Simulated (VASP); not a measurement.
Wanted: the native input for a VASP 6.6.1 run.

- Task: single point
- Functional: LDA
- Potentials or basis: VASP PAW LDA potentials, release 64 (Si)
- Cutoff: 520 eV
- k mesh: 10 × 10 × 10
- Occupations: gaussian, width 0.03 eV
- Spin: no spin polarisation
- Dipole correction: no
- Further INCAR settings: ALGO = Normal; EDIFF = 1e-06; NBANDS = 16

The structure of Si lies in POSCAR:

```
Si
1.0
   -3.2025289441      3.3337276793      1.9989901956
    3.1225720013     -3.3536545835      1.8951445044
    3.2404085323      3.3915341716     -2.0334616568
Si
4
Direct
    0.2361805886      0.1341245021      0.3235508066
    0.8315995797      0.8089761753      0.6818242419
    0.1929315262      0.9068452257      0.0035770819
    0.7392883056      0.1500540969     -0.0089521304
```

This cell differs from its parent crystal: atoms moved at random and the cell strained at random.

The input as run:

INCAR

```
PREC = Accurate
ENCUT = 520
EDIFF = 1E-6
ISMEAR = 0
SIGMA = 0.03
LREAL = False
LASPH = True
NELM = 80
ALGO = Normal
ISIF = 2
LWAVE = False
LCHARG = False
GGA = CA
NBANDS = 16
```

KPOINTS

```
Automatic mesh
0
Gamma
  10 10 10
```

Potentials or basis: VASP PAW LDA potentials, release 64 (Si).

Command:

```console
$ cat potpaw_LDA.64/Si/POTCAR > POTCAR
$ mpirun -np 1 vasp_std > vasp.out
```

It gave:

```yaml
Pressure: 28.3 GPa
Largest_force: 24.151 eV/Å
Band_gap_on_the_k_mesh: zero (bands 8 and 9 overlap by 1.09 eV)
```

Caveat: the cell differs from its parent crystal (atoms moved at random and the cell strained at random); the stress differs along the axes, from -2 to 65 GPa; forces of over 1 eV/Å act on the atoms, so gaps and moduli don't describe the material at rest.

Wall time 6.8 min on 1 thread of Intel(R) Xeon(R) Platinum 8488C (Sapphire Rapids), on a shared host, peak memory 0.55 GiB.
